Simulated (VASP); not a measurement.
# GaP (R-3m) in VASP: single point with PBEsol

Aim: the single point of GaP with PBEsol.

Everything below comes from runs of VASP 6.6.1. Logs are shortened: lines on timing, memory, paths and dates and some standing lists are left out, and cuts for length are marked.

## (1) The cell of the first run

Symmetry: R-3m, No. 166, trigonal system. Conventional cell: a = 3.886 Å, b = 3.886 Å, c = 19.292 Å, α = 90.00°, β = 90.00°, γ = 120.00°. Ga (site symmetry 3m) has 3 P at 2.40 Å and 1 Ga at 2.49 Å within 3.2 Å. P (site symmetry 3m) has 1 P at 2.21 Å and 3 Ga at 2.40 Å within 2.9 Å.

## (2) Single point, PBEsol

INCAR

```
SYSTEM = GaP
  ALGO = Normal
  EDIFF = 1E-7
  ENCUT = 520
  GGA = PS
  ISIF = 2
  ISMEAR = 0
  LASPH = .True.
  LCHARG = .False.
  LREAL = .False.
  LWAVE = .False.
  NBANDS = 26
  NELM = 100
  PREC = Accurate
  SIGMA = 0.1
```

KPOINTS

```
k-points
0
Gamma
  6 6 6
  0 0 0
```

POSCAR

```
GaP
1.0
    1.9430151755      1.1218003346      6.4308101003
   -1.9430151755      1.1218003346      6.4308101003
    0.0000000000     -2.2436006692      6.4308101003
Ga P
2 2
Direct
    0.4353720000      0.4353720000      0.4353720000
    0.5646280000      0.5646280000      0.5646280000
    0.0573890000      0.0573890000      0.0573890000
    0.9426110000      0.9426110000      0.9426110000
```

Potentials or basis: VASP PAW PBE potentials, release 64 (Ga_d, P).

Run with:

```
$ cat potpaw_PBE.64/Ga_d/POTCAR potpaw_PBE.64/P/POTCAR > POTCAR
$ mpirun -np 1 vasp_std > vasp.out
```

OUTCAR:

```text
SYSTEM = GaP
   EDIFF = 1E-7
   ENCUT = 520
   GGA = PS
   ISIF = 2
   ISMEAR = 0
   LASPH = .True.
   LREAL = .False.
   NELM = 100
   PREC = Accurate

 ion  position               nearest neighbor table
   1  0.435  0.435  0.435-   3 2.40   3 2.40   3 2.40   2 2.49
   2  0.565  0.565  0.565-   4 2.40   4 2.40   4 2.40   1 2.49
   3  0.057  0.057  0.057-   4 2.21   1 2.40   1 2.40   1 2.40
   4  0.943  0.943  0.943-   3 2.21   2 2.40   2 2.40   2 2.40

  LATTYP: Found a trigonal (rhomboedric) cell.
 ALAT       =     6.8109516596
 COS(alpha) =     0.8372328403

  Lattice vectors:

 A1 = (   1.9430151755,   1.1218003346,   6.4308101003)
 A2 = (  -1.9430151755,   1.1218003346,   6.4308101003)
 A3 = (   0.0000000000,  -2.2436006692,   6.4308101003)

Analysis of symmetry for initial positions (statically):
=====================================================================
 Subroutine PRICEL returns:
 Original cell was already a primitive cell.

 Routine SETGRP: Setting up the symmetry group for a
 trigonal (rhombohedral) supercell.

 Subroutine GETGRP returns: Found 12 space group operations
 (whereof 12 operations were pure point group operations)
 out of a pool of 12 trial point group operations.

The static configuration has the point symmetry D_3d.

Analysis of symmetry for dynamics (positions and initial velocities):
=====================================================================
 Subroutine PRICEL returns:
 Original cell was already a primitive cell.

 Routine SETGRP: Setting up the symmetry group for a
 trigonal (rhombohedral) supercell.

 Subroutine GETGRP returns: Found 12 space group operations
 (whereof 12 operations were pure point group operations)
 out of a pool of 12 trial point group operations.

The dynamic configuration has the point symmetry D_3d.

 Subroutine INISYM returns: Found 12 space group operations
 (whereof 12 operations are pure point group operations),
 and found     1 'primitive' translations

----------------------------------------------------------------------------------------

                                     Primitive cell

  volume of cell :      84.1025

  direct lattice vectors                    reciprocal lattice vectors
     1.943015176  1.121800335  6.430810100     0.257332010  0.148570705  0.051833801
    -1.943015176  1.121800335  6.430810100    -0.257332010  0.148570705  0.051833801
     0.000000000 -2.243600669  6.430810100     0.000000000 -0.297141410  0.051833801

  length of vectors
     6.810951660  6.810951660  6.810951660     0.301628514  0.301628514  0.301628514

  position of ions in fractional coordinates (direct lattice)
     0.435372000  0.435372000  0.435372000
     0.564628000  0.564628000  0.564628000
     0.057389000  0.057389000  0.057389000
     0.942611000  0.942611000  0.942611000

  ion indices of the primitive-cell ions
   primitive index   ion index
                 1           1
                 2           2
                 3           3
                 4           4

----------------------------------------------------------------------------------------

 KPOINTS: k-points

Automatic generation of k-mesh.
 Grid dimensions read from file:
 generate k-points for:    6    6    6

 Generating k-lattice:

  Cartesian coordinates                     Fractional coordinates (reciprocal lattice)
     0.042888668  0.024761784  0.008638967     0.166666667 -0.000000000  0.000000000
    -0.042888668  0.024761784  0.008638967    -0.000000000  0.166666667  0.000000000
     0.000000000 -0.049523568  0.008638967     0.000000000  0.000000000  0.166666667

  Length of vectors
     0.050271419  0.050271419  0.050271419

  Shift w.r.t. Gamma in fractional coordinates (k-lattice)
     0.000000000  0.000000000  0.000000000

 Subroutine IBZKPT returns following result:
 ===========================================

 Found     32 irreducible k-points:

 Following reciprocal coordinates:
            Coordinates               Weight
  0.000000  0.000000  0.000000      1.000000
  0.166667  0.000000  0.000000      6.000000
  0.333333 -0.000000 -0.000000      6.000000
  0.500000  0.000000 -0.000000      3.000000
  0.166667  0.166667 -0.000000      6.000000
  0.333333  0.166667 -0.000000     12.000000
[... 16 lines left out ...]
  0.500000  0.500000  0.166667      6.000000
 -0.333333  0.500000  0.166667     12.000000
 [... further k-points ...]
   k-points           NKPTS =     32   k-points in BZ     NKDIM =     32   number of bands    NBANDS=     26
   number of dos      NEDOS =    301   number of ions     NIONS =      4
   total plane-waves  NPLWV = 157464
   dimension x,y,z NGX =    54 NGY =   54 NGZ =   54
   dimension x,y,z NGXF=   108 NGYF=  108 NGZF=  108
   ions per type =               2   2
   NGX,Y,Z   is equivalent  to a cutoff of  13.18, 13.18, 13.18 a.u.
   NGXF,Y,Z  is equivalent  to a cutoff of  26.36, 26.36, 26.36 a.u.
 SYSTEM =  GaP
   PREC   = accura    normal or accurate (medium, high low for compatibility)
   ISTART =      0    job   : 0-new  1-cont  2-samecut
   ICHARG =      2    charge: 1-file 2-atom 10-const
   ISPIN  =      1    spin polarized calculation?
   LNONCOLLINEAR =      F non collinear calculations
   LSORBIT =      F    spin-orbit coupling
   LASPH  =      T    aspherical Exc in radial PAW
   ENCUT  =  520.0 eV  38.22 Ry    6.18 a.u.  12.66 12.66 12.66*2*pi/ulx,y,z
   NELM   =    100;   NELMIN=  2; NELMDL= -5     # of ELM steps
   EDIFF  = 0.1E-06   stopping-criterion for ELM
   LREAL  =      F    real-space projection
   EDIFFG = 0.1E-05   stopping-criterion for IOM
   NSW    =      0    number of steps for IOM
   IBRION =     -1    ionic relax: 0-MD 1-quasi-New 2-CG
   NFREE  =      0    steps in history (QN), initial steepest desc. (CG)
   ISIF   =      2    stress and relaxation
   ISYM   =      2    0-nonsym 1-usesym 2-fastsym
   POTIM  = 0.5000    time-step for ionic-motion
   TEBEG  =    0.0;   TEEND  =   0.0 temperature during run
   PSTRESS=    0.0 pullay stress
   NELECT =      36.0000    total number of electrons
   NUPDOWN=      -1.0000    fix difference up-down
   EMIN   =  10.00;   EMAX   =-10.00  energy-range for DOS
   EFERMI =   0.00;   METHOD = LEGACY
   ISMEAR =     0;   SIGMA  =   0.10  broadening in eV -4-tet -1-fermi 0-gaus
   EFERMI_NEDOS =   21; number of points for ismear=-14 and -15
   IALGO  =     38    algorithm
   IMIX   =      4    mixing-type and parameters
     AMIX     =   0.40;   BMIX     =  1.00
     AMIX_MAG =   1.60;   BMIX_MAG =  1.00
  volume/ion in A,a.u.               =      21.03       141.89
  Fermi-wavevector in a.u.,A,eV,Ry     =   1.233785  2.331515 20.711129  1.522225
  Thomas-Fermi vector in A             =   2.368501
   LORBIT       =      0    0 simple, 1 ext, 2 COOP (PROOUT), +10 PAW based schemes
   GGA     = PS    functional components
   LHFCALC =     F    Hartree Fock is set to
   AEXX    =    0.0000 exact exchange contribution
   IVDW    =     0    specifies the selected vdW correction
   LEPSILON=     F    determine dielectric tensor
   LRPA    =     F    only Hartree local field effects (RPA)
 non-spin polarized calculation
 Gauss-broadening in eV      SIGMA  =   0.10
  energy-cutoff  :      520.00
  volume of cell :       84.10
 maximum number of plane-waves:      2282
 NGX is ok and might be reduce to    54
   NGX = 25   NGY = 25   NGZ = 25

 number of electron      36.0000008 magnetization

 Free energy of the ion-electron system (eV)
  ---------------------------------------------------
  ext. energy  EPLUGINS =         0.00000000
  ---------------------------------------------------
  free energy    TOTEN  =       -19.28557250 eV

  energy without entropy =      -19.28557249  energy(sigma->0) =      -19.28557250

 E-fermi :   4.8992     XC(G=0):  -9.8523

 val. band max:        4.5322685751   @ k =   0.0000   0.0000   0.0000
 cond. band min:       5.2716345202   @ k =   0.5000   0.5000   0.0000
 fundamental gap:      0.7393659451
 Fermi energy:         4.8992096688

 k-point     1 :       0.0000    0.0000    0.0000
  band No.  band energies     occupation
      1     -10.2189      2.00000
      2     -10.0911      2.00000
      3     -10.0911      2.00000
      4     -10.0770      2.00000
      5     -10.0770      2.00000
      6     -10.0251      2.00000
[... 18 lines left out ...]
     25       8.8660      0.00000
     26      12.3862      0.00000

 k-point     2 :       0.1667    0.0000    0.0000
  band No.  band energies     occupation
      1     -10.2134      2.00000
      2     -10.1220      2.00000
      3     -10.0918      2.00000
      4     -10.0883      2.00000
      5     -10.0659      2.00000
      6     -10.0299      2.00000
[... 18 lines left out ...]
     25       9.7643      0.00000
     26      12.0862      0.00000

 k-point     3 :       0.3333   -0.0000   -0.0000
  band No.  band energies     occupation
      1     -10.2057      2.00000
      2     -10.1717      2.00000
      3     -10.1143      2.00000
      4     -10.0848      2.00000
      5     -10.0439      2.00000
      6     -10.0403      2.00000
[... 18 lines left out ...]
     25      11.2934      0.00000
     26      11.5319      0.00000

 k-point     4 :       0.5000    0.0000   -0.0000
  band No.  band energies     occupation
      1     -10.2043      2.00000
      2     -10.1921      2.00000
      3     -10.1223      2.00000
      4     -10.0840      2.00000
      5     -10.0458      2.00000
      6     -10.0329      2.00000
[... 18 lines left out ...]
     25      10.9185      0.00000
     26      11.1690      0.00000
[... 496 lines left out ...]
      1     -10.2027      2.00000
      2     -10.1729      2.00000
      3     -10.1314      2.00000
      4     -10.0844      2.00000
      5     -10.0553      2.00000
      6     -10.0255      2.00000
[... 18 lines left out ...]
     25      11.5911      0.00000
     26      12.0597      0.00000

 k-point    23 :       0.5000    0.5000    0.1667
  band No.  band energies     occupation
      1     -10.2016      2.00000
      2     -10.1548      2.00000
      3     -10.1271      2.00000
      4     -10.0886      2.00000
      5     -10.0436      2.00000
      6     -10.0410      2.00000
[... 18 lines left out ...]
     25      12.1328      0.00000
     26      12.5998      0.00000

 k-point    24 :      -0.3333    0.5000    0.1667
  band No.  band energies     occupation
      1     -10.1946      2.00000
      2     -10.1741      2.00000
      3     -10.1351      2.00000
      4     -10.0848      2.00000
      5     -10.0560      2.00000
      6     -10.0256      2.00000
[... 18 lines left out ...]
     25      12.2185      0.00000
     26      12.3165      0.00000

 [... further k-points ...]

------------------------ aborting loop because EDIFF is reached ----------------------------------------

  FORCE on cell =-STRESS in cart. coord.  units (eV):
  Direction    XX          YY          ZZ          XY          YZ          ZX
  --------------------------------------------------------------------------------------
  -------------------------------------------------------------------------------------
  Total       -1.5357495     -1.5357495     -1.4007420     -0.0000000      0.0000000      0.0000000
  in kB      -29.2564935    -29.2564935    -26.6845597     -0.0000000      0.0000000      0.0000000
  external PRESSURE =     -28.3991822 kB  Pullay stress =       0.0000000 kB

 VOLUME and BASIS-vectors are now :
 -----------------------------------------------------------------------------
  energy-cutoff  :      520.00
  volume of cell :       84.10
      direct lattice vectors                 reciprocal lattice vectors
     1.943015176  1.121800335  6.430810100     0.257332010  0.148570705  0.051833801
    -1.943015176  1.121800335  6.430810100    -0.257332010  0.148570705  0.051833801
     0.000000000 -2.243600669  6.430810100     0.000000000 -0.297141410  0.051833801

 POSITION                                       TOTAL-FORCE (eV/Angst)
 -----------------------------------------------------------------------------------
      0.00000      0.00000      8.39938         0.000000     -0.000000      0.041263
      0.00000      0.00000     10.89305         0.000000      0.000000     -0.041263
      0.00000      0.00000      1.10717         0.000000      0.000000      0.090149
      0.00000      0.00000     18.18526         0.000000     -0.000000     -0.090149
 -----------------------------------------------------------------------------------
    total drift:                                0.000000      0.000000      0.000000

  FREE ENERGIE OF THE ION-ELECTRON SYSTEM (eV)
  ---------------------------------------------------
  free  energy   TOTEN  =       -19.2855724964 eV

  energy  without entropy=      -19.2855724949  energy(sigma->0) =      -19.28557250
```

It took 3 min on 1 thread of Intel Xeon Platinum 8488C (Sapphire Rapids), shared host; peak memory 0.41 GiB.

Results:

* Free energy: -19.2856 eV
* Pressure: -2.8 GPa
* Largest force: 0.090 eV/Å
* Band gap on the k mesh: 0.74 eV, indirect (least direct gap 1.02 eV)

Forces in eV/Å, atoms in the order of the input:
```
Ga   0.000  0.000  0.041
Ga   0.000  0.000 -0.041
P    0.000  0.000  0.090
P    0.000  0.000 -0.090
```

Stress tensor (GPa, compression positive):
```
-2.93  0.00  0.00
 0.00 -2.93  0.00
 0.00  0.00 -2.67
```

Levels at points of the mesh, in eV from the valence-band top:
| k point | band 16 | band 17 | band 18 | band 19 | band 20 | band 21 |
| --- | --- | --- | --- | --- | --- | --- |
| (0.00, 0.00, 0.00) | -0.26 | 0.00 | 0.00 | 1.02 | 1.44 | 2.70 |
| (0.50, 0.00, 0.00) | -2.85 | -2.71 | -1.75 | 1.52 | 2.62 | 3.57 |
| (0.50, 0.50, 0.00) | -3.11 | -1.22 | -0.51 | 0.74 | 1.38 | 1.45 |
| (0.50, 0.50, 0.50) | -1.71 | -0.25 | -0.25 | 1.03 | 2.29 | 3.80 |

Caveat: the PAW data sets were made with another functional, which shifts forces and pressure a little. A k mesh can miss the band edges.
